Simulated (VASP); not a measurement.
Crystal: BAs.

```
B As
1.0
     0.00000    2.40963    2.40963
     2.40963    0.00000    2.40963
     2.40963    2.40963    0.00000
B As
1 1
Direct
  0.75000 0.75000 0.75000
  0.00000 0.00000 0.00000
```

Base run:

```yaml
Program: VASP 6.6.1
Functional: LDA
Potentials_or_basis: VASP PAW LDA potentials, release 64 (B, As)
Cutoff: 520 eV
k_mesh: 8 × 8 × 8
Occupations: fermi-dirac, width 0.01 eV
Spin: no spin polarisation
```

Its results: band gap on the k mesh 1.16 eV, indirect (least direct gap 3.22 eV); pressure -6.5 GPa.

The run is repeated on the same cell with these changes: k mesh from 8 × 8 × 8 to 6 × 6 × 6. What comes out?

Band gap on the k mesh 1.24 eV, indirect (least direct gap 3.21 eV); pressure -6.4 GPa.

A k mesh can miss the band edges.
